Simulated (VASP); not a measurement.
# RbCaH3 (P4/mmm) in VASP: notebook, part 2 of 2

VASP 6.6.1.

## Step 3: Single point, LDA

This run uses another cell than the first one, of the same volume but with other edges.

The input, INCAR:

```
SYSTEM = RbCaH3
PREC = Accurate
ENCUT = 520
EDIFF = 1E-6
ISMEAR = 0
SIGMA = 0.05
LREAL = .FALSE.
LASPH = .TRUE.
NELM = 80
ALGO = Normal
ISIF = 2
LWAVE = .FALSE.
LCHARG = .FALSE.
NBANDS = 19
```

The input, KPOINTS:

```
Automatic mesh
0
G
  6 6 6
  0 0 0
```

The input, POSCAR:

```
RbCaH3
1.0
    4.4048121551      0.0000000000      0.0000000000
    0.0000000000      4.4048121551      0.0000000000
    0.0000000000      0.0000000000      4.8452933706
Rb Ca H
1 1 3
Direct
    0.0000000000      0.0000000000      0.0000000000
    0.5000000000      0.5000000000      0.5000000000
    0.0000000000      0.5000000000      0.5000000000
    0.5000000000      0.0000000000      0.5000000000
    0.5000000000      0.5000000000      0.0000000000
```

Potentials or basis: VASP PAW LDA potentials, release 64 (Rb_sv, Ca_sv, H).

On the command line:

```console
> cat potpaw_LDA.64/Rb_sv/POTCAR potpaw_LDA.64/Ca_sv/POTCAR potpaw_LDA.64/H/POTCAR > POTCAR
> mpirun -np 1 vasp_std > vasp.out
```

OUTCAR:

```text
SYSTEM = RbCaH3
   PREC = Accurate
   ENCUT = 520
   EDIFF = 1E-6
   ISMEAR = 0
   LREAL = .FALSE.
   LASPH = .TRUE.
   NELM = 80
   ISIF = 2

 ion  position               nearest neighbor table
   1  0.000  0.000  0.000-   5 3.11   5 3.11   5 3.11   5 3.11   4 3.27   3 3.27   4 3.27   3 3.27
                             4 3.27   3 3.27   4 3.27   3 3.27   2 3.95   2 3.95   2 3.95   2 3.95
   2  0.500  0.500  0.500-   1 3.95   1 3.95   1 3.95   1 3.95   1 3.95   1 3.95   1 3.95   1 3.95

   3  0.000  0.500  0.500-   1 3.27   1 3.27   1 3.27   1 3.27
   4  0.500  0.000  0.500-   1 3.27   1 3.27   1 3.27   1 3.27
   5  0.500  0.500  0.000-   1 3.11   1 3.11   1 3.11   1 3.11

  LATTYP: Found a simple tetragonal cell.
 ALAT       =     4.4048121551
 C/A-ratio  =     1.1000000000

  Lattice vectors:

 A1 = (   4.4048121551,   0.0000000000,   0.0000000000)
 A2 = (   0.0000000000,   4.4048121551,   0.0000000000)
 A3 = (   0.0000000000,   0.0000000000,   4.8452933706)

Analysis of symmetry for initial positions (statically):
=====================================================================
 Subroutine PRICEL returns:
 Original cell was already a primitive cell.

 Routine SETGRP: Setting up the symmetry group for a
 simple tetragonal supercell.

 Subroutine GETGRP returns: Found 16 space group operations
 (whereof 16 operations were pure point group operations)
 out of a pool of 16 trial point group operations.

The static configuration has the point symmetry D_4h.

Analysis of symmetry for dynamics (positions and initial velocities):
=====================================================================
 Subroutine PRICEL returns:
 Original cell was already a primitive cell.

 Routine SETGRP: Setting up the symmetry group for a
 simple tetragonal supercell.
[... 123 lines left out ...]
   NUPDOWN=      -1.0000    fix difference up-down
   EMIN   =  10.00;   EMAX   =-10.00  energy-range for DOS
   EFERMI =   0.00;   METHOD = LEGACY
   ISMEAR =     0;   SIGMA  =   0.05  broadening in eV -4-tet -1-fermi 0-gaus
   EFERMI_NEDOS =   21; number of points for ismear=-14 and -15
   IALGO  =     38    algorithm
   IMIX   =      4    mixing-type and parameters
     AMIX     =   0.40;   BMIX     =  1.00
     AMIX_MAG =   1.60;   BMIX_MAG =  1.00
  volume/ion in A,a.u.               =      18.80       126.88
  Fermi-wavevector in a.u.,A,eV,Ry     =   1.008844  1.906439 13.847556  1.017767
  Thomas-Fermi vector in A             =   2.141736
   LORBIT       =      0    0 simple, 1 ext, 2 COOP (PROOUT), +10 PAW based schemes
   GGA     = CA    functional components
   LHFCALC =     F    Hartree Fock is set to
   AEXX    =    0.0000 exact exchange contribution
   IVDW    =     0    specifies the selected vdW correction
   LEPSILON=     F    determine dielectric tensor
   LRPA    =     F    only Hartree local field effects (RPA)
 non-spin polarized calculation
 Gauss-broadening in eV      SIGMA  =   0.05
  energy-cutoff  :      520.00
  volume of cell :       94.01
 maximum number of plane-waves:      2570
 NGX is ok and might be reduce to    36

 number of electron      21.9999999 magnetization

 Free energy of the ion-electron system (eV)
  ---------------------------------------------------
  ext. energy  EPLUGINS =         0.00000000
  ---------------------------------------------------
  free energy    TOTEN  =       -15.74648166 eV

  energy without entropy =      -15.74648166  energy(sigma->0) =      -15.74648166

 E-fermi :  -1.1563     XC(G=0):  -8.1973

 val. band max:       -1.3648089018   @ k =   0.5000   0.5000   0.0000
 cond. band min:       1.4879874729   @ k =   0.5000   0.0000   0.5000
 fundamental gap:      2.8527963746
 Fermi energy:        -1.1563184635

 k-point     1 :       0.0000    0.0000    0.0000
  band No.  band energies     occupation
      1     -39.5374      2.00000
      2     -26.6256      2.00000
      3     -20.8919      2.00000
      4     -20.8363      2.00000
      5     -20.8363      2.00000
      6     -10.7903      2.00000
[... 505 lines left out ...]
      6     -10.9522      2.00000
[... 11 lines left out ...]
     18       6.3719      0.00000
     19       7.0104      0.00000

 [... further k-points ...]
[... 5 lines left out ...]
  --------------------------------------------------------------------------------------
  -------------------------------------------------------------------------------------
  Total       -0.5762995     -0.5762995     -2.5580167      0.0000000      0.0000000     -0.0000000
  in kB       -9.8216390     -9.8216390    -43.5952426      0.0000000      0.0000000     -0.0000000
  external PRESSURE =     -21.0795069 kB  Pullay stress =       0.0000000 kB

 VOLUME and BASIS-vectors are now :
 -----------------------------------------------------------------------------
  energy-cutoff  :      520.00
  volume of cell :       94.01
      direct lattice vectors                 reciprocal lattice vectors
     4.404812155  0.000000000  0.000000000     0.227024437  0.000000000  0.000000000
     0.000000000  4.404812155  0.000000000     0.000000000  0.227024437  0.000000000
     0.000000000  0.000000000  4.845293371     0.000000000  0.000000000  0.206385852

 POSITION                                       TOTAL-FORCE (eV/Angst)
 -----------------------------------------------------------------------------------
      0.00000      0.00000      0.00000         0.000000      0.000000      0.000000
      2.20241      2.20241      2.42265         0.000000      0.000000      0.000000
      0.00000      2.20241      2.42265         0.000000      0.000000      0.000000
      2.20241      0.00000      2.42265         0.000000      0.000000      0.000000
      2.20241      2.20241      0.00000         0.000000      0.000000      0.000000
 -----------------------------------------------------------------------------------
    total drift:                                0.000000      0.000000      0.000000

  FREE ENERGIE OF THE ION-ELECTRON SYSTEM (eV)
  ---------------------------------------------------
  free  energy   TOTEN  =       -15.7464816601 eV

  energy  without entropy=      -15.7464816601  energy(sigma->0) =      -15.74648166
```

OSZICAR:

```text
N       E                     dE             d eps       ncg     rms          rms(c)
DAV:   1     0.141710780565E+03    0.14171E+03   -0.10244E+04  1520   0.104E+03
DAV:   2    -0.791069747275E+01   -0.14962E+03   -0.14614E+03  1741   0.258E+02
DAV:   3    -0.170708618111E+02   -0.91602E+01   -0.91291E+01  2814   0.547E+01
DAV:   4    -0.173180121555E+02   -0.24715E+00   -0.24689E+00  2009   0.723E+00
DAV:   5    -0.173246617920E+02   -0.66496E-02   -0.66486E-02  2344   0.898E-01    0.672E+00
DAV:   6    -0.161281616508E+02    0.11965E+01   -0.10655E+00  1710   0.370E+00    0.358E+00
DAV:   7    -0.157444352873E+02    0.38373E+00   -0.13262E+00  1885   0.395E+00    0.119E+00
DAV:   8    -0.157501448484E+02   -0.57096E-02   -0.12539E-01  2025   0.162E+00    0.281E-01
DAV:   9    -0.157465999373E+02    0.35449E-02   -0.85659E-03  1884   0.411E-01    0.713E-02
DAV:  10    -0.157464836130E+02    0.11632E-03   -0.14908E-03  2144   0.201E-01    0.373E-02
DAV:  11    -0.157464924380E+02   -0.88249E-05   -0.13520E-04  1776   0.556E-02    0.188E-02
DAV:  12    -0.157464816436E+02    0.10794E-04   -0.44515E-05  2351   0.342E-02    0.724E-03
DAV:  13    -0.157464816601E+02   -0.16516E-07   -0.25042E-06  1711   0.886E-03
   1 F= -.15746482E+02 E0= -.15746482E+02  d E =-.734475E-11
```

It took 1.8 min on 1 thread of Intel Xeon 8259CL, shared host; peak memory 0.22 GiB.

Results:

```
Free energy            : -15.7465 eV
Pressure               : -2.1 GPa
Band gap on the k mesh : 2.85 eV (least direct gap 2.86 eV)
```

Stress tensor (GPa, compression positive):
```
-0.98  0.00  0.00
 0.00 -0.98  0.00
 0.00  0.00 -4.36
```

Levels at points of the mesh, in eV from the valence-band top:
```csv
k point,band 9,band 10,band 11,band 12,band 13,band 14
"(0.00, 0.00, 0.00)",-2.89,-0.48,-0.45,5.74,5.74,6.08
"(0.50, 0.00, 0.00)",-1.50,-0.72,-0.13,5.08,5.43,5.49
"(0.50, 0.50, 0.00)",-1.04,0.00,0.00,2.86,4.43,4.43
"(0.00, 0.00, 0.50)",-1.83,-0.93,-0.29,5.54,5.55,5.55
"(0.50, 0.00, 0.50)",-1.33,-0.12,-0.04,2.85,4.93,4.98
"(0.50, 0.50, 0.50)",-0.33,-0.21,-0.21,3.95,4.24,4.24
```

## Step 4: Single point, LDA

This run uses another cell than the first one, of the same volume but with other edges.

The input, INCAR:

```
SYSTEM = RbCaH3
ALGO     = Normal         ! electronic algorithm
EDIFF    = 1E-6           ! SCF threshold, eV
ENCUT    = 520            ! plane-wave cutoff, eV
GGA      = CA             ! functional
ISIF     = 2              ! what is computed and relaxed
ISMEAR   = 0              ! smearing method
LASPH    = .True.         ! aspherical terms in the spheres
LCHARG   = .True.         ! write CHGCAR
LELF     = .True.         ! ELF
LREAL    = .False.        ! projectors in reciprocal space
LVHAR    = .True.       
LWAVE    = .False.        ! write WAVECAR
NBANDS   = 19             ! bands
NELM     = 100            ! most SCF steps
PREC     = Accurate       ! precision mode
SIGMA    = 0.05           ! smearing width, eV
```

The input, KPOINTS:

```
k-points
0
Gamma
  6 6 6
  0 0 0
```

POSCAR, as its differences from that of step 3:

```diff
@@ -2,5 +2,5 @@
 1.0
-    4.4048121551      0.0000000000      0.0000000000
-    0.0000000000      4.4048121551      0.0000000000
-    0.0000000000      0.0000000000      4.8452933706
+    5.2491280663      0.0000000000      0.0000000000
+    0.0000000000      5.2491280663      0.0000000000
+    0.0000000000      0.0000000000      3.4119332431
 Rb Ca H
```

On the command line:

```console
> cat potpaw_LDA.64/Rb_sv/POTCAR potpaw_LDA.64/Ca_sv/POTCAR potpaw_LDA.64/H/POTCAR > POTCAR
> mpirun -np 1 vasp_std > vasp.out
```

It took 1.8 min on 1 thread of Intel Xeon 8259CL, shared host; peak memory 0.22 GiB.

Results (log left out):

* Free energy: -13.7321 eV
* Pressure: 4.0 GPa
* Band gap on the k mesh: 1.81 eV (least direct gap 2.01 eV)

Stress tensor (GPa, compression positive):
```
-6.28  0.00  0.00
 0.00 -6.28  0.00
 0.00  0.00 24.41
```

Levels at points of the mesh, in eV from the valence-band top:
```tsv
k point	band 7	band 8	band 9	band 10	band 11	band 12	band 13	band 14	band 15	band 16
(0.00, 0.00, 0.00)	-10.73	-10.15	-4.06	-2.04	-1.52	3.83	4.51	4.51	4.56	6.11
(0.50, 0.00, 0.00)	-10.73	-10.15	-3.59	-1.99	-1.40	3.71	3.78	3.96	4.06	5.77
(0.50, 0.50, 0.00)	-10.79	-10.15	-3.50	-1.27	-1.27	1.81	2.49	4.74	5.23	5.92
(0.00, 0.00, 0.50)	-10.52	-10.52	-1.29	-0.40	-0.33	3.36	3.36	4.05	4.05	4.75
(0.50, 0.00, 0.50)	-10.56	-10.52	-1.32	-0.40	0.00	2.01	3.05	3.44	4.64	6.55
(0.50, 0.50, 0.50)	-10.56	-10.56	-0.84	-0.84	0.00	2.69	2.69	4.20	4.25	5.24
```

Caveat: the stress differs along the axes, from -6 to 24 GPa.

## Step 5: Single point, LDA

This run uses another cell than the first one, of the same volume but with other edges.

The input, INCAR:

```
PREC = Accurate ; ENCUT = 520
EDIFF = 1E-6 ; ISMEAR = 0
SIGMA = 0.05 ; LREAL = False
LASPH = True ; NELM = 100
ALGO = Normal ; ISIF = 2
LWAVE = False ; LCHARG = False
GGA = CA ; NBANDS = 19
```

The input, KPOINTS:

```
regular mesh
0
Gamma
  6 6 6
```

POSCAR, as its differences from that of step 4:

```diff
@@ -2,5 +2,5 @@
 1.0
-    5.2491280663      0.0000000000      0.0000000000
-    0.0000000000      5.2491280663      0.0000000000
-    0.0000000000      0.0000000000      3.4119332431
+    3.9721703732      0.0000000000      0.0000000000
+    0.0000000000      3.9721703732      0.0000000000
+    0.0000000000      0.0000000000      5.9582555597
 Rb Ca H
```

On the command line:

```console
> cat potpaw_LDA.64/Rb_sv/POTCAR potpaw_LDA.64/Ca_sv/POTCAR potpaw_LDA.64/H/POTCAR > POTCAR
> mpirun -np 1 vasp_std > vasp.out
```

Wall time 2 min (1 thread of Intel Xeon 8259CL, shared host); peak memory 0.21 GiB.

It converged, with:

- Free energy: -14.7801 eV
- Pressure: 2.5 GPa
- Band gap on the k mesh: 2.46 eV (least direct gap 2.50 eV)

Stress tensor (GPa, compression positive):
```
 6.60  0.00  0.00
 0.00  6.60  0.00
 0.00  0.00 -5.74
```

Levels at points of the mesh, in eV from the valence-band top:
```csv
k point,band 8,band 9,band 10,band 11,band 12,band 13,band 14,band 15
"(0.00, 0.00, 0.00)",-9.70,-3.39,-1.26,-1.02,3.94,5.59,5.59,5.64
"(0.50, 0.00, 0.00)",-9.65,-1.89,-0.78,-0.14,3.79,3.93,4.43,5.45
"(0.50, 0.50, 0.00)",-9.90,-1.08,0.00,0.00,2.50,3.50,3.50,6.56
"(0.00, 0.00, 0.50)",-9.70,-2.92,-1.62,-1.00,4.02,4.51,5.30,5.79
"(0.50, 0.00, 0.50)",-9.65,-1.93,-0.49,-0.10,2.46,3.63,5.27,5.56
"(0.50, 0.50, 0.50)",-9.91,-0.87,-0.13,-0.13,3.03,4.05,4.05,4.62
```

Caveat: the stress differs along the axes, from -6 to 7 GPa. A k mesh can miss the band edges.

## Step 6: The runs side by side

```tsv
cell	gap on the mesh (eV)	pressure (GPa)
a = 4.675, b = 4.675, c = 4.301 Å, 5 atoms	2.85	-2.2
a = 4.405, b = 4.405, c = 4.845 Å, 5 atoms	2.85	-2.1
a = 5.249, b = 5.249, c = 3.412 Å, 5 atoms	1.81	4.0
a = 3.972, b = 3.972, c = 5.958 Å, 5 atoms	2.46	2.5
```

Alike in all rows: task single point; level LDA; potentials or basis VASP PAW LDA potentials, release 64 (Rb_sv, Ca_sv, H); no spin polarisation; k mesh 6 × 6 × 6; cutoff (eV) 520; smearing gaussian 0.05 eV.

Caveats: the stress differs along the axes, from -6 to 24 GPa (at least some runs); the stress differs along the axes, from -6 to 7 GPa (at least some runs).

Total energies depend on the potentials used, so only differences within one code and one set of settings carry meaning.
